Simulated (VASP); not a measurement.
# SnSe (I4/mmm) in VASP: notebook

The runs below take SnSe through single point, with PBEsol.

Program: VASP 6.6.1. These are calculated values, not measurements. Logs are shortened: lines on timing, memory, paths and dates and some standing lists are left out, and cuts for length are marked.

### 1 The cell of the first run

The structure is tetragonal, space group I4/mmm (No. 139). Conventional cell: a = 4.257 Å, b = 4.257 Å, c = 6.201 Å, α = 90.00°, β = 90.00°, γ = 90.00°. Sn (site symmetry 4/mmm) has 6 Se at 3.01 to 3.10 Å within 4.0 Å. Se (site symmetry 4/mmm) has 6 Sn at 3.01 to 3.10 Å within 4.0 Å.

### 2 Single point, PBEsol (strain +0.0300 x Voigt [0, 0, 1, 0, 0, 0])

File INCAR:

```
PREC = Accurate
ENCUT = 520
EDIFF = 1E-7
ISMEAR = 0
SIGMA = 0.05
LREAL = False
LASPH = True
NELM = 100
ALGO = Normal
ISIF = 2
LWAVE = False
LCHARG = False
GGA = PS
NBANDS = 17
```

File KPOINTS:

```
Automatic mesh
0
Gamma
  8 8 8
```

File POSCAR:

```
SnSe
1.0
    0.0000000000      3.0100000000      3.1003000000
    3.0100000000      0.0000000000      3.1003000000
    3.0100000000      3.0100000000      0.0000000000
Sn Se
1 1
Direct
    0.0000000000      0.0000000000      0.0000000000
    0.5000000000      0.5000000000      0.5000000000
```

Potentials or basis: VASP PAW PBE potentials, release 64 (Sn_d, Se).

Run with:

```console
cat potpaw_PBE.64/Sn_d/POTCAR potpaw_PBE.64/Se/POTCAR > POTCAR
mpirun -np 1 vasp_std > vasp.out
```

OUTCAR:

```text
PREC = Accurate
   ENCUT = 520
   EDIFF = 1E-7
   ISMEAR = 0
   LREAL = False
   LASPH = True
   NELM = 100
   ISIF = 2
   GGA = PS

 ion  position               nearest neighbor table
   1  0.000  0.000  0.000-   2 3.01   2 3.01   2 3.01   2 3.01   2 3.10   2 3.10
   2  0.500  0.500  0.500-   1 3.01   1 3.01   1 3.01   1 3.01   1 3.10   1 3.10

  LATTYP: Found a body centered tetragonal cell.
 ALAT       =     4.2567828227
 C/A-ratio  =     1.4566399692

  Lattice vectors:

 A1 = (  -3.0100000000,   0.0000000000,   3.1003000000)
 A2 = (   3.0100000000,   0.0000000000,   3.1003000000)
 A3 = (   0.0000000000,   3.0100000000,  -3.1003000000)

Analysis of symmetry for initial positions (statically):
=====================================================================
 Subroutine PRICEL returns:
 Original cell was already a primitive cell.

 Routine SETGRP: Setting up the symmetry group for a
 body centered tetragonal supercell.

 Subroutine GETGRP returns: Found 16 space group operations
 (whereof 16 operations were pure point group operations)
 out of a pool of 16 trial point group operations.

The static configuration has the point symmetry D_4h.

Analysis of symmetry for dynamics (positions and initial velocities):
=====================================================================
 Subroutine PRICEL returns:
 Original cell was already a primitive cell.

 Routine SETGRP: Setting up the symmetry group for a
 body centered tetragonal supercell.

 Subroutine GETGRP returns: Found 16 space group operations
 (whereof 16 operations were pure point group operations)
 out of a pool of 16 trial point group operations.

The dynamic configuration has the point symmetry D_4h.

 Subroutine INISYM returns: Found 16 space group operations
 (whereof 16 operations are pure point group operations),
 and found     1 'primitive' translations

----------------------------------------------------------------------------------------

                                     Primitive cell

  volume of cell :      56.1781

  direct lattice vectors                    reciprocal lattice vectors
     0.000000000  3.010000000  3.100300000    -0.166112957  0.166112957  0.161274715
     3.010000000  0.000000000  3.100300000     0.166112957 -0.166112957  0.161274715
     3.010000000  3.010000000  0.000000000     0.166112957  0.166112957 -0.161274715
[... 75 lines left out ...]
   PREC   = accura    normal or accurate (medium, high low for compatibility)
   ISTART =      0    job   : 0-new  1-cont  2-samecut
   ICHARG =      2    charge: 1-file 2-atom 10-const
   ISPIN  =      1    spin polarized calculation?
   LNONCOLLINEAR =      F non collinear calculations
   LSORBIT =      F    spin-orbit coupling
   LASPH  =      T    aspherical Exc in radial PAW
   ENCUT  =  520.0 eV  38.22 Ry    6.18 a.u.   8.03  8.03  7.91*2*pi/ulx,y,z
   NELM   =    100;   NELMIN=  2; NELMDL= -5     # of ELM steps
   EDIFF  = 0.1E-06   stopping-criterion for ELM
   LREAL  =      F    real-space projection
   EDIFFG = 0.1E-05   stopping-criterion for IOM
   NSW    =      0    number of steps for IOM
   IBRION =     -1    ionic relax: 0-MD 1-quasi-New 2-CG
   NFREE  =      0    steps in history (QN), initial steepest desc. (CG)
   ISIF   =      2    stress and relaxation
   ISYM   =      2    0-nonsym 1-usesym 2-fastsym
   POTIM  = 0.5000    time-step for ionic-motion
   TEBEG  =    0.0;   TEEND  =   0.0 temperature during run
   PSTRESS=    0.0 pullay stress
   NELECT =      20.0000    total number of electrons
   NUPDOWN=      -1.0000    fix difference up-down
   EMIN   =  10.00;   EMAX   =-10.00  energy-range for DOS
   EFERMI =   0.00;   METHOD = LEGACY
   ISMEAR =     0;   SIGMA  =   0.05  broadening in eV -4-tet -1-fermi 0-gaus
   EFERMI_NEDOS =   21; number of points for ismear=-14 and -15
   IALGO  =     38    algorithm
   IMIX   =      4    mixing-type and parameters
     AMIX     =   0.40;   BMIX     =  1.00
     AMIX_MAG =   1.60;   BMIX_MAG =  1.00
  volume/ion in A,a.u.               =      28.09       189.55
  Fermi-wavevector in a.u.,A,eV,Ry     =   1.160279  2.192610 18.316821  1.346248
  Thomas-Fermi vector in A             =   2.296864
   LORBIT       =      0    0 simple, 1 ext, 2 COOP (PROOUT), +10 PAW based schemes
   GGA     = PS    functional components
   LHFCALC =     F    Hartree Fock is set to
   AEXX    =    0.0000 exact exchange contribution
   IVDW    =     0    specifies the selected vdW correction
   LEPSILON=     F    determine dielectric tensor
   LRPA    =     F    only Hartree local field effects (RPA)
 non-spin polarized calculation
 Gauss-broadening in eV      SIGMA  =   0.05
  energy-cutoff  :      520.00
  volume of cell :       56.18
 maximum number of plane-waves:      1532
   NGX = 17   NGY = 17   NGZ = 15

 number of electron      19.9999998 magnetization

 Free energy of the ion-electron system (eV)
  ---------------------------------------------------
  ext. energy  EPLUGINS =         0.00000000
  ---------------------------------------------------
  free energy    TOTEN  =        -8.93801188 eV

  energy without entropy =       -8.93801188  energy(sigma->0) =       -8.93801188

 E-fermi :   5.3447     XC(G=0):  -9.6427

 val. band max:        5.0495510307   @ k =   0.5000  -0.0000   0.0000
 cond. band min:       5.5951443149   @ k =   0.5000  -0.0000   0.0000
 fundamental gap:      0.5455932842
 Fermi energy:         5.3446837203

 k-point     1 :       0.0000    0.0000    0.0000
  band No.  band energies     occupation
      1     -16.3805      2.00000
      2     -16.3777      2.00000
      3     -16.3777      2.00000
      4     -16.3679      2.00000
      5     -16.3653      2.00000
      6      -8.5667      2.00000
[... 457 lines left out ...]
      4     -16.3672      2.00000
      5     -16.3582      2.00000
      6      -7.8800      2.00000
[... 9 lines left out ...]
     16      14.3377      0.00000
     17      15.9752      0.00000

 [... further k-points ...]
[... 5 lines left out ...]
  --------------------------------------------------------------------------------------
  -------------------------------------------------------------------------------------
  Total       -0.7758023     -0.7758023     -1.7465929      0.0000000      0.0000000      0.0000000
  in kB      -22.1255926    -22.1255926    -49.8121833      0.0000000      0.0000000      0.0000000
  external PRESSURE =     -31.3544562 kB  Pullay stress =       0.0000000 kB

 VOLUME and BASIS-vectors are now :
 -----------------------------------------------------------------------------
  energy-cutoff  :      520.00
  volume of cell :       56.18
      direct lattice vectors                 reciprocal lattice vectors
     0.000000000  3.010000000  3.100300000    -0.166112957  0.166112957  0.161274715
     3.010000000  0.000000000  3.100300000     0.166112957 -0.166112957  0.161274715
     3.010000000  3.010000000  0.000000000     0.166112957  0.166112957 -0.161274715

 POSITION                                       TOTAL-FORCE (eV/Angst)
 -----------------------------------------------------------------------------------
      0.00000      0.00000      0.00000        -0.000000      0.000000     -0.000000
      3.01000      3.01000      3.10030         0.000000     -0.000000      0.000000
 -----------------------------------------------------------------------------------
    total drift:                                0.000000     -0.000000     -0.000000

  FREE ENERGIE OF THE ION-ELECTRON SYSTEM (eV)
  ---------------------------------------------------
  free  energy   TOTEN  =        -8.9380118814 eV

  energy  without entropy=       -8.9380118814  energy(sigma->0) =       -8.93801188
```

stdout:

```text
POSCAR found type information on POSCAR SnSe
 POSCAR found :  2 types and       2 ions
 scaLAPACK will be used
 -----------------------------------------------------------------------------
|                                                                             |
|                                                                             |
|     You enforced a specific xc type in the INCAR file but a different       |
|     I HOPE YOU KNOW WHAT YOU ARE DOING!                                     |
|                                                                             |
 -----------------------------------------------------------------------------

 LDA part: xc-table for (Slater+PW92), standard interpolation
 POSCAR, INCAR and KPOINTS ok, starting setup
 FFT: planning ... GRIDC
 FFT: planning ... GRID_SOFT
 FFT: planning ... GRID
 WAVECAR not read
 entering main loop
```

It took 14 s on 1 thread of Intel Xeon 6975P-C (Granite Rapids), shared host; peak memory 0.21 GiB.

What came out:

| Property | Result |
| --- | --- |
| Free energy | -8.9380 eV |
| Pressure | -3.1 GPa |
| Band gap on the k mesh | 0.55 eV, direct |

Stress tensor (GPa, compression positive):
```
-2.21  0.00  0.00
 0.00 -2.21  0.00
 0.00  0.00 -4.98
```

Levels at points of the mesh, in eV from the valence-band top:
```
           k point  band 8  band 9  band 10  band 11  band 12  band 13
(0.00, 0.00, 0.00)   -2.12   -2.12    -1.85     3.81     4.47     4.47
(0.50, 0.00, 0.00)   -1.82   -1.76     0.00     0.55     1.24     1.37
(0.50, 0.50, 0.00)   -5.19   -3.40    -3.40     3.15     5.34     5.34
(0.50, 0.00, 0.50)   -5.25   -3.62    -3.30     3.06     4.84     5.53
```

Caveat: the cell differs from its parent crystal (strain +0.0300 x Voigt [0, 0, 1, 0, 0, 0]); the PAW data sets were made with another functional, which shifts forces and pressure a little; spin-orbit coupling is left out, which moves the levels of the heavy elements. A k mesh can miss the band edges.

### 3 Single point, PBEsol (strain +0.0400 x Voigt [0, 0, 1, 0, 0, 0])

File INCAR:

```
  PREC = Accurate
  ENCUT = 520
  EDIFF = 1E-7
  ISMEAR = 0
  SIGMA = 0.05
  LREAL = False
  LASPH = True
  NELM = 60
  ALGO = Normal
  ISIF = 2
  LWAVE = False
  LCHARG = True
  GGA = PS
  LELF = True
  LVHAR = True
  NBANDS = 17
```

File KPOINTS:

```
regular mesh
0
Gamma
  8 8 8
```

File POSCAR:

```
SnSe
1.0
    0.0000000000      3.0100000000      3.1304000000
    3.0100000000      0.0000000000      3.1304000000
    3.0100000000      3.0100000000      0.0000000000
Sn Se
1 1
Direct
    0.0000000000      0.0000000000      0.0000000000
    0.5000000000      0.5000000000      0.5000000000
```

Potentials or basis: VASP PAW PBE potentials, release 64 (Sn_d, Se).

Run with:

```console
cat potpaw_PBE.64/Sn_d/POTCAR potpaw_PBE.64/Se/POTCAR > POTCAR
mpirun -np 1 vasp_std > vasp.out
```

Wall time 15 s (1 thread of Intel Xeon 6975P-C (Granite Rapids), shared host); peak memory 0.2 GiB.

It converged, with:

```yaml
Free_energy: -8.9199 eV
Pressure: -3.5 GPa
Band_gap_on_the_k_mesh: 0.52 eV, direct
```

Stress tensor (GPa, compression positive):
```
-2.31  0.00  0.00
 0.00 -2.31  0.00
 0.00  0.00 -5.74
```

Levels at points of the mesh, in eV from the valence-band top:
```csv
k point,band 6,band 7,band 8,band 9,band 10,band 11,band 12,band 13,band 14,band 15
"(0.00, 0.00, 0.00)",-13.56,-5.15,-2.13,-2.13,-1.77,3.65,4.51,4.51,5.73,6.02
"(0.50, 0.00, 0.00)",-12.70,-7.83,-1.81,-1.74,0.00,0.52,1.23,1.40,8.08,9.90
"(0.50, 0.50, 0.00)",-12.55,-5.86,-5.11,-3.35,-3.35,3.20,5.32,5.32,5.42,10.42
"(0.50, 0.00, 0.50)",-12.41,-6.01,-5.20,-3.64,-3.21,3.08,4.67,5.57,5.93,10.20
```

Caveat: the cell differs from its parent crystal (strain +0.0400 x Voigt [0, 0, 1, 0, 0, 0]); the PAW data sets were made with another functional, which shifts forces and pressure a little; spin-orbit coupling is left out, which moves the levels of the heavy elements. A k mesh can miss the band edges.

### 4 Single point, PBEsol (strain +0.0350 x Voigt [0, 0, 1, 0, 0, 0])

File INCAR:

```
  PREC = Accurate
  ENCUT = 520
  EDIFF = 1E-6
  ISMEAR = 0
  SIGMA = 0.05
  LREAL = F
  LASPH = T
  NELM = 60
  ALGO = Normal
  ISIF = 2
  LWAVE = F
  LCHARG = T
  GGA = PS
  LELF = T
  LVHAR = T
  NBANDS = 17
```

KPOINTS is that of step 3.

File POSCAR:

```
SnSe
1.0
    0.0000000000      3.0100000000      3.1153500000
    3.0100000000      0.0000000000      3.1153500000
    3.0100000000      3.0100000000      0.0000000000
Sn Se
1 1
Direct
    0.0000000000      0.0000000000      0.0000000000
    0.5000000000      0.5000000000      0.5000000000
```

Potentials or basis: VASP PAW PBE potentials, release 64 (Sn_d, Se).

Run with:

```console
cat potpaw_PBE.64/Sn_d/POTCAR potpaw_PBE.64/Se/POTCAR > POTCAR
mpirun -np 1 vasp_std > vasp.out
```

OUTCAR:

```text
PREC = Accurate
   ENCUT = 520
   EDIFF = 1E-6
   ISMEAR = 0
   LREAL = F
   LASPH = T
   NELM = 60
   ISIF = 2
   GGA = PS

 ion  position               nearest neighbor table
   1  0.000  0.000  0.000-   2 3.01   2 3.01   2 3.01   2 3.01   2 3.12   2 3.12
   2  0.500  0.500  0.500-   1 3.01   1 3.01   1 3.01   1 3.01   1 3.12   1 3.12

  LATTYP: Found a body centered tetragonal cell.
 ALAT       =     4.2567828227
 C/A-ratio  =     1.4637110371

  Lattice vectors:

 A1 = (  -3.0100000000,   0.0000000000,   3.1153500000)
 A2 = (   3.0100000000,   0.0000000000,   3.1153500000)
 A3 = (   0.0000000000,   3.0100000000,  -3.1153500000)

Analysis of symmetry for initial positions (statically):
=====================================================================
 Subroutine PRICEL returns:
 Original cell was already a primitive cell.

 Routine SETGRP: Setting up the symmetry group for a
 body centered tetragonal supercell.

 Subroutine GETGRP returns: Found 16 space group operations
 (whereof 16 operations were pure point group operations)
 out of a pool of 16 trial point group operations.
[... 156 lines left out ...]
  ---------------------------------------------------
  ext. energy  EPLUGINS =         0.00000000
  ---------------------------------------------------
  free energy    TOTEN  =        -8.92929393 eV

  energy without entropy =       -8.92929393  energy(sigma->0) =       -8.92929393

 E-fermi :   5.3019     XC(G=0):  -9.6206

 val. band max:        4.9994230889   @ k =   0.5000  -0.0000   0.0000
 cond. band min:       5.5317805718   @ k =   0.5000  -0.0000   0.0000
 fundamental gap:      0.5323574829
 Fermi energy:         5.3019169991

 k-point     1 :       0.0000    0.0000    0.0000
  band No.  band energies     occupation
      1     -16.4353      2.00000
      2     -16.4318      2.00000
      3     -16.4318      2.00000
      4     -16.4202      2.00000
      5     -16.4173      2.00000
      6      -8.5887      2.00000
[... 457 lines left out ...]
      4     -16.4205      2.00000
      5     -16.4106      2.00000
      6      -7.9078      2.00000
[... 9 lines left out ...]
     16      14.2857      0.00000
     17      15.8395      0.00000

 [... further k-points ...]
[... 5 lines left out ...]
  --------------------------------------------------------------------------------------
  -------------------------------------------------------------------------------------
  Total       -0.7962394     -0.7962394     -1.8936061      0.0000000      0.0000000     -0.0000000
  in kB      -22.5987510    -22.5987510    -53.7440503      0.0000000      0.0000000     -0.0000000
  external PRESSURE =     -32.9805174 kB  Pullay stress =       0.0000000 kB

 VOLUME and BASIS-vectors are now :
 -----------------------------------------------------------------------------
  energy-cutoff  :      520.00
  volume of cell :       56.45
      direct lattice vectors                 reciprocal lattice vectors
     0.000000000  3.010000000  3.115350000    -0.166112957  0.166112957  0.160495610
     3.010000000  0.000000000  3.115350000     0.166112957 -0.166112957  0.160495610
     3.010000000  3.010000000  0.000000000     0.166112957  0.166112957 -0.160495610

 POSITION                                       TOTAL-FORCE (eV/Angst)
 -----------------------------------------------------------------------------------
      0.00000      0.00000      0.00000         0.000000     -0.000000      0.000000
      3.01000      3.01000      3.11535        -0.000000      0.000000     -0.000000
 -----------------------------------------------------------------------------------
    total drift:                                0.000000     -0.000000     -0.000000

  FREE ENERGIE OF THE ION-ELECTRON SYSTEM (eV)
  ---------------------------------------------------
  free  energy   TOTEN  =        -8.9292939332 eV

  energy  without entropy=       -8.9292939332  energy(sigma->0) =       -8.92929393
```

OSZICAR:

```text
N       E                     dE             d eps       ncg     rms          rms(c)
DAV:   1     0.132132757589E+03    0.13213E+03   -0.98483E+03  2035   0.142E+03
DAV:   2     0.344150801722E+01   -0.12869E+03   -0.12454E+03  2183   0.346E+02
DAV:   3    -0.878392579994E+01   -0.12225E+02   -0.12082E+02  2399   0.925E+01
DAV:   4    -0.911258937619E+01   -0.32866E+00   -0.32834E+00  2475   0.161E+01
DAV:   5    -0.912173575895E+01   -0.91464E-02   -0.91459E-02  2903   0.265E+00    0.287E+00
DAV:   6    -0.893312287021E+01    0.18861E+00   -0.47657E-01  2916   0.429E+00    0.168E+00
DAV:   7    -0.892937644500E+01    0.37464E-02   -0.72839E-02  2383   0.129E+00    0.842E-01
DAV:   8    -0.892947777588E+01   -0.10133E-03   -0.76026E-03  2478   0.728E-01    0.104E-01
DAV:   9    -0.892926083569E+01    0.21694E-03   -0.14121E-03  2817   0.267E-01    0.467E-02
DAV:  10    -0.892929206623E+01   -0.31231E-04   -0.12120E-04  2368   0.699E-02    0.872E-03
DAV:  11    -0.892929388150E+01   -0.18153E-05   -0.62254E-06  2763   0.194E-02    0.198E-03
DAV:  12    -0.892929393319E+01   -0.51685E-07   -0.20642E-07  1386   0.559E-03
   1 F= -.89292939E+01 E0= -.89292939E+01  d E =-.146020E-12
```

stdout:

```text
POSCAR found type information on POSCAR SnSe
 POSCAR found :  2 types and       2 ions
 scaLAPACK will be used
 -----------------------------------------------------------------------------
|                                                                             |
|                                                                             |
|     You enforced a specific xc type in the INCAR file but a different       |
|     I HOPE YOU KNOW WHAT YOU ARE DOING!                                     |
|                                                                             |
 -----------------------------------------------------------------------------

 LDA part: xc-table for (Slater+PW92), standard interpolation
 POSCAR, INCAR and KPOINTS ok, starting setup
 FFT: planning ... GRIDC
 FFT: planning ... GRID_SOFT
 FFT: planning ... GRID
 WAVECAR not read
 entering main loop
```

Wall time 15 s (1 thread of Intel Xeon 6975P-C (Granite Rapids), shared host); peak memory 0.2 GiB.

What came out:

```yaml
Free_energy: -8.9293 eV
Pressure: -3.3 GPa
Band_gap_on_the_k_mesh: 0.53 eV, direct
```

Stress tensor (GPa, compression positive):
```
-2.26  0.00  0.00
 0.00 -2.26  0.00
 0.00  0.00 -5.37
```

Levels at points of the mesh, in eV from the valence-band top:
```tsv
k point	band 6	band 7	band 8	band 9	band 10	band 11	band 12	band 13	band 14	band 15
(0.00, 0.00, 0.00)	-13.59	-5.14	-2.13	-2.13	-1.81	3.73	4.49	4.49	5.75	6.00
(0.50, 0.00, 0.00)	-12.72	-7.85	-1.81	-1.75	0.00	0.53	1.23	1.39	8.09	9.93
(0.50, 0.50, 0.00)	-12.55	-5.87	-5.15	-3.37	-3.37	3.17	5.33	5.33	5.49	10.44
(0.50, 0.00, 0.50)	-12.43	-6.00	-5.23	-3.63	-3.25	3.07	4.76	5.55	5.94	10.26
```

Caveat: the cell differs from its parent crystal (strain +0.0350 x Voigt [0, 0, 1, 0, 0, 0]); the PAW data sets were made with another functional, which shifts forces and pressure a little; spin-orbit coupling is left out, which moves the levels of the heavy elements. A k mesh can miss the band edges.

### 5 The runs side by side

```tsv
cell	gap on the mesh (eV)	pressure (GPa)
a = 4.321, b = 4.321, c = 4.257 Å, angles 60.5, 60.5, 59.0°, 2 atoms	0.55	-3.1
a = 4.343, b = 4.343, c = 4.257 Å, angles 60.7, 60.7, 58.7°, 2 atoms	0.52	-3.5
a = 4.332, b = 4.332, c = 4.257 Å, angles 60.6, 60.6, 58.9°, 2 atoms	0.53	-3.3
```

Alike in all rows: task single point; level PBEsol; potentials or basis VASP PAW PBE potentials, release 64 (Sn_d, Se); no spin polarisation; k mesh 8 × 8 × 8; cutoff (eV) 520; smearing gaussian 0.05 eV.

Caveats: the PAW data sets were made with another functional, which shifts forces and pressure a little; spin-orbit coupling is left out, which moves the levels of the heavy elements.

Total energies depend on the potentials used, so only differences within one code and one set of settings carry meaning.
